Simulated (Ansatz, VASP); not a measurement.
## Two plane-wave programs on Yb

```
Yb
1.0
     0.00000    2.45695    2.45695
     2.45695    0.00000    2.45695
     2.45695    2.45695    0.00000
Yb
1
Direct
  0.00000 0.00000 0.00000
```

Alike in both runs: task single point; functional LDA; k mesh 11 × 11 × 11; occupations fermi-dirac, width 0.2 eV; no spin polarisation.

```csv
,VASP,Ansatz
version,VASP 6.6.1,Ansatz 0.2.0
potentials or method,"VASP PAW PBE potentials, release 64 (Yb), cutoff 520 eV","plane waves (420 eV) with PAW, scalar-relativistic"
valence electrons in the cell,24,24
```

```csv
,VASP,Ansatz,Ansatz less VASP
pressure (GPa),0.2,0.2,0.00
```

VASP's potentials were made for PBE, not for LDA, and Ansatz warns of the same on its side. LDA's correlation is that of Perdew and Zunger in VASP and of Perdew and Wang (1992) in Ansatz.

Neither program's run includes spin-orbit coupling.
